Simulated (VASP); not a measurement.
Set up this calculation in VASP 6.6.1, as the native input.

```yaml
Task: single point
Functional: PBEsol
Potentials_or_basis: VASP PAW PBE potentials, release 64 (Au)
Cutoff: 520 eV
k_mesh: 10 × 10 × 10
Occupations: fermi-dirac, width 0.1 eV
Spin: no spin polarisation
Dipole_correction: no
Further_INCAR_settings: ALGO = Normal; EDIFF = 1e-07; NBANDS = 18
```

The structure of Au lies in POSCAR:

```
Au
1.0
    0.0000000000      3.0902689095      3.0902689095
    3.0902689095      0.0000000000      3.0902689095
    3.0902689095      3.0902689095      0.0000000000
Au
2
Direct
    0.1250000000      0.1250000000      0.1250000000
    0.8750000000      0.8750000000      0.8750000000
```

This cell differs from its parent crystal: volume scaled by 1.08.

The input as run:

INCAR

```
  ALGO = Normal
  EDIFF = 1E-7
  ENCUT = 520
  GGA = PS
  ISIF = 2
  ISMEAR = -1
  LASPH = True
  LCHARG = True
  LELF = True
  LREAL = False
  LVHAR = True
  LWAVE = False
  NBANDS = 18
  NELM = 80
  PREC = Accurate
  SIGMA = 0.1
```

KPOINTS

```
k-points
0
Gamma
  10 10 10
```

Potentials or basis: VASP PAW PBE potentials, release 64 (Au).

Command:

```bash
$ cat potpaw_PBE.64/Au/POTCAR > POTCAR
$ mpirun -np 1 vasp_std > vasp.out
```

It gave:

```json
{
  "Pressure": "-4.3 GPa",
  "Band gap on the k mesh": "zero (band 11 reaches 2.72 eV, above the bottom of band 12 at 2.10 eV)"
}
```

Caveat: the PAW data sets were made with another functional, which shifts forces and pressure a little; spin-orbit coupling is left out, which moves the levels of the heavy elements.

It took 20 s on 1 thread of Intel(R) Xeon(R) 6975P-C (Granite Rapids), on a shared host, peak memory 0.21 GiB.
